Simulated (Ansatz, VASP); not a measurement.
**Two plane-wave programs on Ti**

```
Ti
1.0
     0.00000    2.03000    2.03000
     2.03000    0.00000    2.03000
     2.03000    2.03000    0.00000
Ti
1
Cartesian
  0.0000 0.0000 0.0000
```

Alike in both runs: task single point; functional LDA; k mesh 12 × 12 × 12; no spin polarisation.

```csv
,VASP,Ansatz
version,VASP 6.6.1,Ansatz 0.2.0
potentials or method,"VASP PAW LDA potentials, release 64 (Ti_sv)","plane waves, PAW"
plane-wave cutoff (eV),520,420
occupations,"fermi-dirac, width 0.1 eV",fermi-dirac
valence electrons in the cell,12,12
```

|  | VASP | Ansatz | Ansatz less VASP |
| --- | --- | --- | --- |
| gap on the k mesh at the Fermi level (eV) | none | none | - |
| pressure (GPa) | -4.8 | -4.7 | +0.10 |

LDA's correlation is that of Perdew and Zunger in VASP and of Perdew and Wang (1992) in Ansatz. A gap of «none» marks a metal or a gap that the smearing closes.
